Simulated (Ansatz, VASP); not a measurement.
SnO2 in VASP and in Ansatz

```
Sn O
1.0
     1.61863   -2.80354    0.00000
     1.61863    0.93451    4.29183
    -4.85588   -2.80354    0.00000
Sn O
2 4
Direct
  0.50840 0.43853 0.98119
  0.99160 0.56147 0.51881
  0.49602 0.75367 0.77516
  0.00398 0.70793 0.21204
  0.49602 0.29207 0.28796
  0.00398 0.24633 0.72484
```

Change from the starting cell: mode 4 frozen in at -0.264 Å and mode 5 at -0.027 Å (largest displacements).

Alike in both runs: task single point; functional PBE; dispersion D3(BJ); k mesh 8 × 6 × 6; occupations gaussian, width 0.05 eV; no spin polarisation.

|  | VASP | Ansatz |
| --- | --- | --- |
| version | VASP 6.6.1 | Ansatz 0.2.0 |
| potentials or method | VASP PAW PBE potentials, release 64 (Sn_d, O), cutoff 520 eV | scalar-relativistic, plane waves, PAW |
| valence electrons in the cell | 52 | 52 |

Ansatz gave:

```
gap on the k mesh at the Fermi level (eV)                     : 1.11
least direct gap on the mesh (eV)                             : 1.19
pressure (GPa)                                                : -2.9
traceless stress, the component that is largest in VASP (GPa) : -1.23
rms of the force components (eV/Å)                            : 0.237
```

Task: Estimate VASP's values.

Result: gap on the k mesh at the Fermi level (eV): 1.08; least direct gap on the mesh (eV): 1.16; pressure (GPa): -2.3; traceless stress, the component that is largest in VASP (GPa): -1.67; rms of the force components (eV/Å): 0.228.

Atom by atom the forces differ by 0.027 eV/Å (rms over components).
